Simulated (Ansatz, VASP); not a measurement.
# One calculation of Si2GeP3, two programs

```
CELL_PARAMETERS angstrom
-2.41210 2.41210 4.81058
2.41210 -2.41210 4.81058
2.41210 2.41210 -4.81058
ATOMIC_POSITIONS crystal
Si 0.75000 0.25000 0.50000
Si 0.25000 0.75000 0.50000
Ge 0.50000 0.50000 0.00000
P 0.50000 0.00000 0.50000
P 0.00000 0.50000 0.50000
P 0.00000 0.00000 0.00000
```

Alike in both runs: functional PBE; k mesh 12 × 12 × 12; occupations gaussian, width 0.1 eV; no spin polarisation.

Ansatz relaxed the structure, and its values are those at the end. VASP's run is a single point on that final structure, the one shown.

|  | VASP | Ansatz |
| --- | --- | --- |
| version | VASP 6.6.1 | Ansatz 0.2.0 |
| potentials or method | VASP PAW PBE potentials, release 64 (Si, Ge_d, P), cutoff 520 eV | scalar-relativistic, plane waves, PAW |
| valence electrons in the cell | 37 | 37 |

VASP gave:

| Quantity | Value |
| --- | --- |
| gap on the k mesh at the Fermi level (eV) | none |
| pressure (GPa) | -0.1 |

Which values does Ansatz return?

gap on the k mesh at the Fermi level (eV): none; pressure (GPa): 0.0.

A gap of «none» marks a metal or a gap that the smearing closes.
